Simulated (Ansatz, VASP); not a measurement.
## C: VASP beside Ansatz

```
CELL_PARAMETERS angstrom
0.00000 1.79518 1.79518
1.79518 0.00000 1.79518
1.79518 1.79518 0.00000
ATOMIC_POSITIONS crystal
C 0.75000 0.75000 0.75000
C 0.50000 0.50000 0.50000
```

Alike in both runs: task single point; functional LDA; k mesh 13 × 13 × 13; occupations fermi-dirac, width 0.05 eV; no spin polarisation.

```csv
,VASP,Ansatz
version,VASP 6.6.1,Ansatz 0.2.0
potentials or method,"VASP PAW LDA potentials, release 64 (C)",Ansatz PAW
plane-wave cutoff (eV),520,420
valence electrons in the cell,8,8
```

|  | VASP | Ansatz | Ansatz less VASP |
| --- | --- | --- | --- |
| gap on the k mesh at the Fermi level (eV) | 4.06 | 4.07 | +0.004 |
| least direct gap on the mesh (eV) | 5.49 | 5.48 | -0.004 |
| pressure (GPa) | -19.7 | -21.1 | -1.36 |

LDA's correlation is that of Perdew and Zunger in VASP and of Perdew and Wang (1992) in Ansatz.

Noted on Ansatz's run: Pulay correction over one GPa; odd divisions of the mesh miss points on the zone boundary, where band edges often lie, so the gap on the mesh can be too wide.
